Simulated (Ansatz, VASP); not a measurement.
# One calculation of Rh, two programs

The input INCAR:

```
SYSTEM = Rh
ALGO = Fast ; EDIFF = 1E-7
ENCUT = 520 ; GGA = PE
ISIF = 2 ; ISMEAR = 0
LASPH = .TRUE. ; LCHARG = .FALSE.
LREAL = .FALSE. ; LWAVE = .FALSE.
NBANDS = 22 ; NELM = 100
PREC = Accurate ; SIGMA = 0.15
```

KPOINTS

```
k-points
0
G
  21 21 12
  0 0 0
```

The input POSCAR:

```
Rh
1.0
    2.6426076955      0.0000000000      0.0000000000
   -1.3213038478      2.2885653965      0.0000000000
    0.0000000000      0.0000000000      4.3827648630
Rh
2
Direct
    0.6666666667      0.3333333333      0.7500000000
    0.3333333333      0.6666666667      0.2500000000
```

Input for Ansatz:

```yaml
crystal:
  lattice:
    - [2.6426076955, 0.0, 0.0]
    - [-1.3213038478, 2.2885653965, 0.0]
    - [0.0, 0.0, 4.382764863]
  atoms:
    - { symbol: Rh, position: [0.6666666667, 0.3333333333, 0.75] }
    - { symbol: Rh, position: [0.3333333333, 0.6666666667, 0.25] }
basis:
  ecutwfc: 420
kpoints:
  mp_grid: { grid: [21, 21, 12] }
hamiltonian:
  xc: pbe
  pseudopotentials: { kind: paw, azcp: { folder: soft_1 } }
scf:
  occupations: { method: gaussian, width: 0.15 }
output:
  forces: true
  stress: true
  eigenvalues: true
```

Alike in both runs: task single point; functional PBE; k mesh 21 × 21 × 12; occupations gaussian, width 0.15 eV; no spin polarisation.

|  | VASP | Ansatz |
| --- | --- | --- |
| version | VASP 6.6.1 | Ansatz 0.2.0 |
| potentials or method | VASP PAW PBE potentials, release 64 (Rh_pv), cutoff 520 eV | scalar-relativistic, plane waves, PAW |
| valence electrons in the cell | 30 | 34 |

Ansatz gave:

* gap on the k mesh at the Fermi level (eV): none
* pressure (GPa): 18.7
* traceless stress, the component that is largest in VASP (GPa): -5.82

Which values does VASP return?

gap on the k mesh at the Fermi level (eV): none; pressure (GPa): 18.7; traceless stress, the component that is largest in VASP (GPa): -5.83.

A gap of «none» marks a metal or a gap that the smearing closes. VASP's potentials hold 30 valence electrons a cell and Ansatz's 34, so a difference there can come from the potentials and not from the codes.
